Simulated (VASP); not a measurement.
# CdS (Fm-3m) in VASP: notebook

Runs on CdS. Level: PBE. Tasks: single point.

All numbers are computed with VASP 6.6.1; they aren't measurements. Logs are shortened: lines on timing, memory, paths and dates and some standing lists are left out, and cuts for length are marked.

## 1. The cell of the first run

The structure is cubic, space group Fm-3m (No. 225). The conventional cell has a = 5.454 Å, b = 5.454 Å, c = 5.454 Å, α = 90.00°, β = 90.00°, γ = 90.00°. Cd (site symmetry m-3m) has 6 S at 2.73 Å within 3.6 Å. S (site symmetry m-3m) has 6 Cd at 2.73 Å within 3.6 Å.

## 2. Single point, PBE

File INCAR:

```
SYSTEM = CdS
  PREC = Accurate
  ENCUT = 500
  EDIFF = 1E-6
  ISMEAR = 0
  SIGMA = 0.01
  LREAL = .FALSE.
  LASPH = .TRUE.
  NELM = 120
  ALGO = Normal
  ISIF = 2
  LWAVE = .FALSE.
  LCHARG = .FALSE.
  GGA = PE
  NBANDS = 16
  GGA_COMPAT = .FALSE.
```

File KPOINTS:

```
regular mesh
0
G
  6 6 6
  0 0 0
```

File POSCAR:

```
CdS
1.0
    0.0000000000      2.7267765442      2.7267765442
    2.7267765442      0.0000000000      2.7267765442
    2.7267765442      2.7267765442      0.0000000000
Cd S
1 1
Direct
    0.0000000000      0.0000000000      0.0000000000
    0.5000000000      0.5000000000      0.5000000000
```

Potentials or basis: VASP PAW PBE potentials, release 64 (Cd, S).

Run with:

```sh
$ cat potpaw_PBE.64/Cd/POTCAR potpaw_PBE.64/S/POTCAR > POTCAR
$ mpirun -np 1 vasp_std > vasp.out
```

OUTCAR:

```text
SYSTEM = CdS
   PREC = Accurate
   ENCUT = 500
   EDIFF = 1E-6
   ISMEAR = 0
   LREAL = .FALSE.
   LASPH = .TRUE.
   NELM = 120
   ISIF = 2
   GGA = PE

 ion  position               nearest neighbor table
   1  0.000  0.000  0.000-   2 2.73   2 2.73   2 2.73   2 2.73   2 2.73   2 2.73
   2  0.500  0.500  0.500-   1 2.73   1 2.73   1 2.73   1 2.73   1 2.73   1 2.73

  LATTYP: Found a face centered cubic cell.
 ALAT       =     5.4535530884

  Lattice vectors:

 A1 = (   0.0000000000,   2.7267765442,   2.7267765442)
 A2 = (   2.7267765442,   0.0000000000,   2.7267765442)
 A3 = (   2.7267765442,   2.7267765442,   0.0000000000)

Analysis of symmetry for initial positions (statically):
=====================================================================
 Subroutine PRICEL returns:
 Original cell was already a primitive cell.

 Routine SETGRP: Setting up the symmetry group for a
 face centered cubic supercell.

 Subroutine GETGRP returns: Found 48 space group operations
 (whereof 48 operations were pure point group operations)
 out of a pool of 48 trial point group operations.

The static configuration has the point symmetry O_h .

Analysis of symmetry for dynamics (positions and initial velocities):
=====================================================================
 Subroutine PRICEL returns:
 Original cell was already a primitive cell.

 Routine SETGRP: Setting up the symmetry group for a
 face centered cubic supercell.

 Subroutine GETGRP returns: Found 48 space group operations
 (whereof 48 operations were pure point group operations)
 out of a pool of 48 trial point group operations.

The dynamic configuration has the point symmetry O_h .

 Subroutine INISYM returns: Found 48 space group operations
 (whereof 48 operations are pure point group operations),
 and found     1 'primitive' translations

----------------------------------------------------------------------------------------

                                     Primitive cell

  volume of cell :      40.5489

  direct lattice vectors                    reciprocal lattice vectors
     0.000000000  2.726776544  2.726776544    -0.183366694  0.183366694  0.183366694
     2.726776544  0.000000000  2.726776544     0.183366694 -0.183366694  0.183366694
     2.726776544  2.726776544  0.000000000     0.183366694  0.183366694 -0.183366694

  length of vectors
     3.856244370  3.856244370  3.856244370     0.317600430  0.317600430  0.317600430

  position of ions in fractional coordinates (direct lattice)
     0.000000000  0.000000000  0.000000000
     0.500000000  0.500000000  0.500000000

  ion indices of the primitive-cell ions
   primitive index   ion index
                 1           1
                 2           2

----------------------------------------------------------------------------------------

 KPOINTS: regular mesh

Automatic generation of k-mesh.
 Grid dimensions read from file:
 generate k-points for:    6    6    6

 Generating k-lattice:

  Cartesian coordinates                     Fractional coordinates (reciprocal lattice)
    -0.030561116  0.030561116  0.030561116     0.166666667  0.000000000  0.000000000
     0.030561116 -0.030561116  0.030561116     0.000000000  0.166666667  0.000000000
     0.030561116  0.030561116 -0.030561116     0.000000000  0.000000000  0.166666667

  Length of vectors
     0.052933405  0.052933405  0.052933405

  Shift w.r.t. Gamma in fractional coordinates (k-lattice)
     0.000000000  0.000000000  0.000000000

 Subroutine IBZKPT returns following result:
 ===========================================

 Found     16 irreducible k-points:

 Following reciprocal coordinates:
            Coordinates               Weight
  0.000000  0.000000  0.000000      1.000000
  0.166667  0.000000  0.000000      8.000000
  0.333333  0.000000  0.000000      8.000000
  0.500000  0.000000  0.000000      4.000000
  0.166667  0.166667  0.000000      6.000000
  0.333333  0.166667  0.000000     24.000000
[... 8 lines left out ...]
 -0.333333  0.333333  0.166667     24.000000
 -0.333333  0.500000  0.166667     12.000000
   k-points           NKPTS =     16   k-points in BZ     NKDIM =     16   number of bands    NBANDS=     16
   number of dos      NEDOS =    301   number of ions     NIONS =      2
   total plane-waves  NPLWV =  21952
   dimension x,y,z NGX =    28 NGY =   28 NGZ =   28
   dimension x,y,z NGXF=    56 NGYF=   56 NGZF=   56
   ions per type =               1   1
   NGX,Y,Z   is equivalent  to a cutoff of  12.07, 12.07, 12.07 a.u.
   NGXF,Y,Z  is equivalent  to a cutoff of  24.14, 24.14, 24.14 a.u.
 SYSTEM =  CdS
   PREC   = accura    normal or accurate (medium, high low for compatibility)
   ISTART =      0    job   : 0-new  1-cont  2-samecut
   ICHARG =      2    charge: 1-file 2-atom 10-const
   ISPIN  =      1    spin polarized calculation?
   LNONCOLLINEAR =      F non collinear calculations
   LSORBIT =      F    spin-orbit coupling
   LASPH  =      T    aspherical Exc in radial PAW
   ENCUT  =  500.0 eV  36.75 Ry    6.06 a.u.   7.03  7.03  7.03*2*pi/ulx,y,z
   NELM   =    120;   NELMIN=  2; NELMDL= -5     # of ELM steps
   EDIFF  = 0.1E-05   stopping-criterion for ELM
   LREAL  =      F    real-space projection
   EDIFFG = 0.1E-04   stopping-criterion for IOM
   NSW    =      0    number of steps for IOM
   IBRION =     -1    ionic relax: 0-MD 1-quasi-New 2-CG
   NFREE  =      0    steps in history (QN), initial steepest desc. (CG)
   ISIF   =      2    stress and relaxation
   ISYM   =      2    0-nonsym 1-usesym 2-fastsym
   POTIM  = 0.5000    time-step for ionic-motion
   TEBEG  =    0.0;   TEEND  =   0.0 temperature during run
   PSTRESS=    0.0 pullay stress
   NELECT =      18.0000    total number of electrons
   NUPDOWN=      -1.0000    fix difference up-down
   EMIN   =  10.00;   EMAX   =-10.00  energy-range for DOS
   EFERMI =   0.00;   METHOD = LEGACY
   ISMEAR =     0;   SIGMA  =   0.01  broadening in eV -4-tet -1-fermi 0-gaus
   EFERMI_NEDOS =   21; number of points for ismear=-14 and -15
   IALGO  =     38    algorithm
   IMIX   =      4    mixing-type and parameters
     AMIX     =   0.40;   BMIX     =  1.00
     AMIX_MAG =   1.60;   BMIX_MAG =  1.00
  volume/ion in A,a.u.               =      20.27       136.82
  Fermi-wavevector in a.u.,A,eV,Ry     =   1.248838  2.359962 21.219598  1.559596
  Thomas-Fermi vector in A             =   2.382906
   LORBIT       =      0    0 simple, 1 ext, 2 COOP (PROOUT), +10 PAW based schemes
   GGA     = PE    functional components
   LHFCALC =     F    Hartree Fock is set to
   AEXX    =    0.0000 exact exchange contribution
   IVDW    =     0    specifies the selected vdW correction
   LEPSILON=     F    determine dielectric tensor
   LRPA    =     F    only Hartree local field effects (RPA)
 non-spin polarized calculation
 Gauss-broadening in eV      SIGMA  =   0.01
  energy-cutoff  :      500.00
  volume of cell :       40.55
 maximum number of plane-waves:      1056
   NGX = 13   NGY = 13   NGZ = 13

 number of electron      18.0000000 magnetization

 Free energy of the ion-electron system (eV)
  ---------------------------------------------------
  ext. energy  EPLUGINS =         0.00000000
  ---------------------------------------------------
  free energy    TOTEN  =        -5.86236941 eV

  energy without entropy =       -5.86236941  energy(sigma->0) =       -5.86236941

 E-fermi :   3.0530     XC(G=0): -10.4457

 val. band max:        3.0047495428   @ k =   0.5000   0.0000   0.0000
 cond. band min:       3.2522621589   @ k =   0.5000   0.5000   0.0000
 fundamental gap:      0.2475126161
 Fermi energy:         3.0529732200

 k-point     1 :       0.0000    0.0000    0.0000
  band No.  band energies     occupation
      1      -9.8572      2.00000
      2      -4.6364      2.00000
      3      -4.6364      2.00000
      4      -4.6364      2.00000
      5      -4.6363      2.00000
      6      -4.6363      2.00000
[... 8 lines left out ...]
     15      14.5102      0.00000
     16      14.5102      0.00000

 k-point     2 :       0.1667    0.0000    0.0000
  band No.  band energies     occupation
      1      -9.6196      2.00000
      2      -4.7189      2.00000
      3      -4.7189      2.00000
      4      -4.6655      2.00000
      5      -4.5846      2.00000
      6      -4.5846      2.00000
[... 8 lines left out ...]
     15      13.3444      0.00000
     16      14.0356      0.00000

 k-point     3 :       0.3333    0.0000    0.0000
  band No.  band energies     occupation
      1      -9.0527      2.00000
      2      -4.8757      2.00000
      3      -4.8757      2.00000
      4      -4.7828      2.00000
      5      -4.4789      2.00000
      6      -4.4789      2.00000
[... 8 lines left out ...]
     15      14.6738      0.00000
     16      14.6738      0.00000

 k-point     4 :       0.5000    0.0000    0.0000
  band No.  band energies     occupation
      1      -8.6963      2.00000
      2      -4.9505      2.00000
      3      -4.9505      2.00000
      4      -4.9077      2.00000
      5      -4.4248      2.00000
      6      -4.4248      2.00000
[... 8 lines left out ...]
     15      16.0231      0.00000
     16      16.0231      0.00000
[... 172 lines left out ...]
 k-point    14 :       0.5000    0.3333    0.1667
  band No.  band energies     occupation
      1      -8.8989      2.00000
      2      -4.7715      2.00000
      3      -4.7074      2.00000
      4      -4.6910      2.00000
      5      -4.4432      2.00000
      6      -4.3112      2.00000
[... 8 lines left out ...]
     15      17.0330      0.00000
     16      18.1951      0.00000

 k-point    15 :      -0.3333    0.3333    0.1667
  band No.  band energies     occupation
      1      -8.7637      2.00000
      2      -4.8303      2.00000
      3      -4.6736      2.00000
      4      -4.6434      2.00000
      5      -4.3948      2.00000
      6      -4.1304      2.00000
[... 8 lines left out ...]
     15      15.7924      0.00000
     16      17.7588      0.00000

 k-point    16 :      -0.3333    0.5000    0.1667
  band No.  band energies     occupation
      1      -8.8261      2.00000
      2      -4.7273      2.00000
      3      -4.7065      2.00000
      4      -4.5167      2.00000
      5      -4.3571      2.00000
      6      -3.8087      2.00000
[... 8 lines left out ...]
     15      16.8617      0.00000
     16      17.6708      0.00000

------------------------ aborting loop because EDIFF is reached ----------------------------------------

  FORCE on cell =-STRESS in cart. coord.  units (eV):
  Direction    XX          YY          ZZ          XY          YZ          ZX
  --------------------------------------------------------------------------------------
  -------------------------------------------------------------------------------------
  Total        0.5483043      0.5483043      0.5483043     -0.0000000      0.0000000      0.0000000
  in kB       21.6647451     21.6647451     21.6647451     -0.0000000      0.0000000      0.0000000
  external PRESSURE =      21.6647451 kB  Pullay stress =       0.0000000 kB

 VOLUME and BASIS-vectors are now :
 -----------------------------------------------------------------------------
  energy-cutoff  :      500.00
  volume of cell :       40.55
      direct lattice vectors                 reciprocal lattice vectors
     0.000000000  2.726776544  2.726776544    -0.183366694  0.183366694  0.183366694
     2.726776544  0.000000000  2.726776544     0.183366694 -0.183366694  0.183366694
     2.726776544  2.726776544  0.000000000     0.183366694  0.183366694 -0.183366694

 POSITION                                       TOTAL-FORCE (eV/Angst)
 -----------------------------------------------------------------------------------
      0.00000      0.00000      0.00000         0.000000     -0.000000      0.000000
      2.72678      2.72678      2.72678        -0.000000      0.000000     -0.000000
 -----------------------------------------------------------------------------------
    total drift:                                0.000000      0.000000      0.000000

  FREE ENERGIE OF THE ION-ELECTRON SYSTEM (eV)
  ---------------------------------------------------
  free  energy   TOTEN  =        -5.8623694129 eV

  energy  without entropy=       -5.8623694129  energy(sigma->0) =       -5.86236941
```

It took 8 s on 1 thread of Intel Xeon Platinum 8559C (Emerald Rapids), shared host; peak memory 0.15 GiB.

What came out:

```yaml
Free_energy: -5.8624 eV
Pressure: 2.2 GPa
Band_gap_on_the_k_mesh: 0.25 eV, indirect (least direct gap 1.72 eV)
```

Levels at points of the mesh, in eV from the valence-band top:
```
           k point  band 6  band 7  band 8  band 9  band 10  band 11  band 12  band 13
(0.00, 0.00, 0.00)   -7.64   -0.76   -0.76   -0.76     0.96     9.23     9.23     9.23
(0.50, 0.00, 0.00)   -7.43   -4.89    0.00    0.00     3.51     5.90     5.90     6.90
(0.50, 0.50, 0.00)   -6.66   -4.30   -2.17   -2.17     0.25     6.03     9.93    11.35
```

A k mesh can miss the band edges.

[end of part 1 of 2]
